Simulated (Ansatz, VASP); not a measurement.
One calculation of I, two programs

Contents of INCAR:

```
SYSTEM = I
PREC = Accurate
ENCUT = 520
EDIFF = 1E-7
ISMEAR = -1
SIGMA = 0.05
LREAL = .FALSE.
LASPH = .TRUE.
NELM = 150
ALGO = Normal
ISIF = 2
LWAVE = .FALSE.
LCHARG = .FALSE.
LNONCOLLINEAR = .TRUE.
MAGMOM = 0 0 0
LORBIT = 11
LSORBIT = .TRUE.
GGA_COMPAT = .FALSE.
LORBMOM = .TRUE.
GGA = PS
NBANDS = 18
```

File KPOINTS:

```
regular mesh
0
G
  9 9 9
  0 0 0
```

Contents of POSCAR:

```
I
1.0
    0.0000000000      2.3656004428      3.9098401324
    2.1922454667      0.0000000000      3.9098401324
    2.1922454667      2.3656004428      0.0000000000
I
1
Direct
    0.0000000000      0.0000000000      0.0000000000
```

The input input.yaml:

```yaml
crystal:
  lattice:
    - [0.0, 2.3656004428, 3.9098401324]
    - [2.1922454667, 0.0, 3.9098401324]
    - [2.1922454667, 2.3656004428, 0.0]
  atoms:
    - { symbol: I, position: [0.0, 0.0, 0.0] }
hamiltonian:
  xc: pbesol
  pseudopotentials: { kind: paw_fr }
magnetization:
  noncollinear: true
  spin_orbit: true
kpoints:
  mp_grid: { grid: [9, 9, 9] }
  band_path:
    path:
      - [[0.0, 0.0, 0.0], [0.5, 0.0, 0.5], [0.5, 0.1138942365, 0.6138942365], [0.0504161431, 0.5, 0.5504161431], [0.0, 0.5, 0.5], [0.0, 0.0, 0.0], [0.5, 0.5, 0.0], [0.9495838569, 0.5, 0.4495838569], [0.8622775204, 0.3622775204, 0.5], [0.5, 0.1138942365, 0.6138942365]]
      - [[0.5, 0.8861057635, 0.3861057635], [0.5, 0.5, 0.0]]
      - [[0.0, 0.5, 0.5], [0.1377224796, 0.6377224796, 0.5]]
      - [[0.8622775204, 0.3622775204, 0.5], [0.5, 0.0, 0.5]]
      - [[0.5, 0.5, 0.5], [0.0, 0.0, 0.0]]
    npoints: 14
scf:
  occupations: { method: fermi_dirac, width: 0.05 }
  n_extra_bands: 6
output:
  forces: true
  stress: true
  eigenvalues: true
  fatbands: true
  write_density: true
  write_potential: true
  elf: true
  volumetric_format: npy
```

Alike in both runs: functional PBEsol; k mesh 9 × 9 × 9; occupations fermi-dirac, width 0.05 eV; non-collinear spin, spin-orbit coupling.

```csv
,VASP,Ansatz
version,VASP 6.6.1,Ansatz 0.2.0
potentials or method,"VASP PAW PBE potentials, release 64 (I)",Ansatz PAW
plane-wave cutoff (eV),520,420
valence electrons in the cell,7,17
task,single point,band structure
```

```tsv
	VASP	Ansatz	Ansatz less VASP
pressure (GPa)	-0.9	-0.9	+0.04
traceless stress, the component that is largest in VASP (GPa)	0.50	0.45	-0.052
```

VASP's potentials were made for PBE, not for PBEsol. VASP's potentials hold 7 valence electrons a cell and Ansatz's 17, so a difference there can come from the potentials and not from the codes.
